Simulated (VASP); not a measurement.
Write the native input for VASP 6.6.1 that does the following.

```
Task                   : single point
Functional             : PBE
Potentials or basis    : VASP PAW PBE potentials, release 64 (Cr_pv, Si, B)
Cutoff                 : 520 eV
k mesh                 : 4 × 4 × 4
Occupations            : gaussian, width 0.1 eV
Spin                   : collinear spin, ferromagnetic start
Starting moments       : [3.0, 0.0, 0.0, 0.0, 0.0] μB
Dipole correction      : no
Further INCAR settings : ALGO = Normal; EDIFF = 1e-06; NBANDS = 24
```

The structure of CrSiB3 lies in POSCAR:

```
CrSiB3
1.0
    3.7470040500      0.0000000000      0.0000000000
    0.0000000000      3.7470040500      0.0000000000
    0.0000000000      0.0000000000      3.7470040500
Cr Si B
1 1 3
Direct
    0.5000000000      0.5000000000      0.5000000000
    0.0000000000      0.0000000000      0.0000000000
    0.5000000000      0.0000000000      0.5000000000
    0.0000000000      0.5000000000      0.5000000000
    0.5000000000      0.5000000000      0.0000000000
```

The cell was built from a structure type or drawn by symmetry, and may not be a known phase.

The input as run:

INCAR

```
SYSTEM = CrSiB3
PREC = Accurate
ENCUT = 520
EDIFF = 1E-6
ISMEAR = 0
SIGMA = 0.1
LREAL = .False.
LASPH = .True.
NELM = 150
ALGO = Normal
ISIF = 2
LWAVE = .False.
LCHARG = .False.
ISPIN = 2
MAGMOM = 3 0 0 0 0
LORBIT = 11
LMAXMIX = 4
GGA = PE
NBANDS = 24
```

KPOINTS

```
Automatic mesh
0
Gamma
  4 4 4
  0 0 0
```

Potentials or basis: VASP PAW PBE potentials, release 64 (Cr_pv, Si, B).

Command:

```sh
$ cat potpaw_PBE.64/Cr_pv/POTCAR potpaw_PBE.64/Si/POTCAR potpaw_PBE.64/B/POTCAR > POTCAR
$ mpirun -np 1 vasp_std > vasp.out
```

Results of the run:

```yaml
Pressure: 20.8 GPa
Net_moment: 0.12 μB per cell
Site_moments: Cr +0.15; Si -0.00; B -0.01 μB
Valence_electrons_inside_the_program's_atomic_spheres: Cr 12.10; Si 1.46; B 1.76
```

Caveat: the k points lie up to 0.42 Å⁻¹ apart.

It took 28 s on 1 thread of Intel(R) Xeon(R) Platinum 8488C (Sapphire Rapids) (shared host), peak memory 0.17 GiB.
